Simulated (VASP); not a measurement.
Runs of VASP 6.6.1 on Y. The structure is that of space group I4/mmm (No. 139), or close to it. The cells are those of the table. 

```csv
cell,gap on the mesh (eV),pressure (GPa)
"a = 3.424, b = 3.424, c = 3.818 Å, angles 56.1, 56.1, 67.8°, 1 atom",none,3.8
"a = 3.579, b = 3.579, c = 3.404 Å, angles 61.6, 61.6, 56.8°, 1 atom",none,3.3
"a = 3.734, b = 3.734, c = 3.220 Å, angles 64.5, 64.5, 51.1°, 1 atom",none,(a)
"a = 3.472, b = 3.472, c = 3.613 Å, angles 58.6, 58.6, 62.7°, 1 atom",none,3.5
```

Alike in all rows: task single point; level r2SCAN; potentials or basis VASP PAW PBE potentials, release 64 (Y_sv); no spin polarisation; k mesh 18 × 18 × 18; cutoff (eV) 520; smearing gaussian 0.15 eV.

Fill in the values left out.

(a) 3.0.

Caveats: the PAW data sets were made with another functional, which shifts forces and pressure a little; the cell stands under pressure (at least some runs); the stress differs along the axes, from -3 to 6 GPa (at least some runs).

A k mesh can miss the band edges, and the runs leave out spin-orbit coupling on Y.

A gap of «none» marks levels without a gap at the run's occupations.
